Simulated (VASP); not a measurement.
The system is SiC (Moissanite).

```
Si C
1.0
     3.07600    0.00000    0.00000
    -1.53800    2.66389    0.00000
     0.00000    0.00000    5.04800
Si C
2 2
Direct
  0.33333 0.66667 0.00000
  0.66667 0.33333 0.50000
  0.33333 0.66667 0.38500
  0.66667 0.33333 0.88500
```

```yaml
Program: VASP 6.6.1
Task: relaxation of cell and atoms
Functional: PBE
Potentials_or_basis: VASP PAW PBE potentials, release 64 (Si, C)
Cutoff: 600 eV
k_mesh: 8 × 8 × 5
Occupations: gaussian, width 0.01 eV
Spin: no spin polarisation
```

At the start: pressure 3.5 GPa; volume 10.34 Å³/atom.

How do energy, volume and symmetry change on relaxing?

Over 4 steps the energy falls by 10.5 meV/atom and the volume is 10.49 Å³/atom (+1.5 %); space group P6_3mc (No. 186, to 0.05 Å).

Step by step:
| step | energy change (eV) | largest force (eV/Å) | pressure (GPa) | volume (Å³) |
| --- | --- | --- | --- | --- |
| 1 | 0.0000 | 0.7519 | 3.50 | 41.36 |
| 2 | -0.0031 | 0.6268 | -3.42 | 42.73 |
| 3 | -0.0391 | 0.0836 | -0.45 | 42.06 |
| 4 | -0.0421 | 0.0252 | 0.06 | 41.97 |

Final structure:
```
Si C
1.0
     3.09001    0.00000    0.00000
    -1.54501    2.67603    0.00000
     0.00000    0.00000    5.07509
Si C
2 2
Direct
  0.33333 0.66667 0.00476
  0.66667 0.33333 0.50476
  0.33333 0.66667 0.38024
  0.66667 0.33333 0.88024
```
